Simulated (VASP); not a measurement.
Input of a VASP 6.6.1 run:

INCAR

```
ALGO     = Normal         # electronic algorithm
EDIFF    = 1E-6           # SCF threshold, eV
ENCUT    = 520            # plane-wave cutoff, eV
GGA      = PS             # functional
ISIF     = 2              # what is computed and relaxed
ISMEAR   = 0              # smearing method
LASPH    = T              # aspherical terms in the spheres
LCHARG   = T              # write CHGCAR
LELF     = T              # ELF
LREAL    = F              # projectors in reciprocal space
LVHAR    = T            
LWAVE    = F              # write WAVECAR
NBANDS   = 9              # bands
NELM     = 100            # most SCF steps
PREC     = Accurate       # precision mode
SIGMA    = 0.1            # smearing width, eV
```

KPOINTS

```
k-points
0
Gamma
  14 14 14
```

Contents of POSCAR:

```
Se
1.0
    2.8207934694      0.0000000000      0.0000000000
    0.0000000000      2.8207934694      0.0000000000
    0.0000000000      0.0000000000      2.8207934694
Se
1
Direct
    0.0000000000      0.0000000000      0.0000000000
```

Potentials or basis: VASP PAW PBE potentials, release 64 (Se).

Run with:

```console
$ cat potpaw_PBE.64/Se/POTCAR > POTCAR
$ mpirun -np 1 vasp_std > vasp.out
```

Estimate the pressure.

-2.8 GPa.

Predict the band gap on the k mesh.

zero (bands 3 and 4 overlap by 6.18 eV).

Caveat: the cell differs from its parent crystal (strained); the PAW data sets were made with another functional, which shifts forces and pressure a little.
